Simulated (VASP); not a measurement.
Rh:

```
CELL_PARAMETERS angstrom
2.45806 0.00000 0.00000
0.00000 2.45806 0.00000
0.00000 0.00000 2.45806
ATOMIC_POSITIONS crystal
Rh 0.00000 0.00000 0.00000
```

```yaml
Program: VASP 6.6.1
Task: relaxation of cell and atoms
Functional: revPBE
Potentials_or_basis: VASP PAW PBE potentials, release 64 (Rh_pv)
Cutoff: 600 eV
k_mesh: 13 × 13 × 13
Occupations: fermi-dirac, width 0.1 eV
Spin: no spin polarisation
```

At the start: pressure 25.2 GPa; volume 14.85 Å³/atom.

Where does the relaxation end?

Over 17 steps the energy falls by 122.0 meV/atom and the volume is 16.58 Å³/atom (+11.7 %); space group Pm-3m (No. 221, to 0.05 Å).

Step by step:
| step | energy change (eV) | largest force (eV/Å) | pressure (GPa) | volume (Å³) |
| --- | --- | --- | --- | --- |
| 1 | 0.0000 | 0.0000 | 25.23 | 14.85 |
| 2 | 0.1871 | 0.0000 | -20.48 | 20.47 |
| 3 | -0.1214 | 0.0000 | -1.27 | 16.72 |
| 4 | -0.1219 | 0.0000 | -0.22 | 16.61 |
| 5 | -0.1220 | 0.0000 | 0.15 | 16.58 |
| 6 | -0.1220 | 0.0000 | 0.15 | 16.58 |
| 7 | -0.1220 | 0.0000 | 0.15 | 16.58 |
| 8 | -0.1220 | 0.0000 | 0.14 | 16.58 |
| 9 | -0.1220 | 0.0000 | 0.14 | 16.58 |
| 10 | -0.1220 | 0.0000 | 0.14 | 16.58 |
| 11 | -0.1220 | 0.0000 | 0.14 | 16.58 |
| 12 | -0.1220 | 0.0000 | 0.14 | 16.58 |
| 13 | -0.1220 | 0.0000 | 0.14 | 16.58 |
| 14 | -0.1220 | 0.0000 | 0.14 | 16.58 |
| 15 | -0.1220 | 0.0000 | 0.13 | 16.58 |
| 16 | -0.1220 | 0.0000 | 0.13 | 16.58 |
| 17 | -0.1220 | 0.0000 | 0.09 | 16.58 |

Final structure:
```cif
data_structure
_symmetry_space_group_name_H-M 'P 1'
_symmetry_Int_Tables_number 1
_cell_length_a 2.5501
_cell_length_b 2.5501
_cell_length_c 2.5501
_cell_angle_alpha 90.000
_cell_angle_beta 90.000
_cell_angle_gamma 90.000
_cell_volume 16.58
loop_
_atom_site_label
_atom_site_type_symbol
_atom_site_fract_x
_atom_site_fract_y
_atom_site_fract_z
_atom_site_occupancy
Rh1 Rh 0.00000 0.00000 0.00000 1
```

Caveat: the PAW data sets were made with another functional, which shifts forces and pressure a little.
